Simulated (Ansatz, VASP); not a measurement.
## Two plane-wave programs on GaN

```
Ga N
1.0
     0.00000    1.95875    1.95875
     1.95875    0.00000    1.95875
     1.95875    1.95875    0.00000
Ga N
1 1
Direct
  0.00000 0.00000 0.00000
  0.50000 0.50000 0.50000
```

Alike in both runs: task single point; functional PBEsol; k mesh 12 × 12 × 12; occupations gaussian, width 0.03 eV; no spin polarisation.

|  | VASP | Ansatz |
| --- | --- | --- |
| version | VASP 6.6.1 | Ansatz 0.2.0 |
| potentials or method | VASP PAW PBE potentials, release 64 (Ga_d, N), cutoff 600 eV | scalar-relativistic, plane waves, PAW |
| valence electrons in the cell | 18 | 18 |

Ansatz gave:

- gap on the k mesh at the Fermi level (eV): 2.11
- least direct gap on the mesh (eV): 5.71

Question: Estimate VASP's values.

Answer: gap on the k mesh at the Fermi level (eV): 2.10; least direct gap on the mesh (eV): 5.71.

VASP's potentials were made for PBE, not for PBEsol. The functional is the same, so the differences come from potentials, cutoffs and numerics.
